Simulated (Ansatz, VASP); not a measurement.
BiH3CI2 in VASP and in Ansatz

```xyz
7
Lattice="12.5900 0.0000 0.0000 0.0000 13.4800 0.0000 0.0000 0.0000 11.2000" Properties=species:S:1:pos:R:3 pbc="T T T"
Bi    5.5239    6.7405    6.6996
C     7.5337    6.7405    5.5850
H     7.3241    6.7405    4.5000
H     8.0921    7.6526    5.8711
H     8.0921    5.8284    5.8711
I     4.5000    8.9809    5.2509
I     4.5000    4.5000    5.2509
```

Alike in both runs: task single point; functional PBE; k mesh 1 × 1 × 1; occupations gaussian, width 0.01 eV; non-collinear spin, spin-orbit coupling.

```csv
,VASP,Ansatz
version,VASP 6.6.1,Ansatz 0.2.0
potentials or method,"VASP PAW PBE potentials, release 64 (Bi_d, C, H, I), cutoff 520 eV","plane waves, PAW"
valence electrons in the cell,36,56
```

|  | VASP | Ansatz | Ansatz less VASP |
| --- | --- | --- | --- |
| rms of the force components (eV/Å) | 0.147 | 0.159 | +0.0116 |

Atom by atom the forces differ by 0.012 eV/Å (rms over components). The functional is the same, so the differences come from potentials, cutoffs and numerics. VASP's potentials hold 36 valence electrons a cell and Ansatz's 56, so a difference there can come from the potentials and not from the codes. Ansatz's warnings: xc potential rough in thin density.
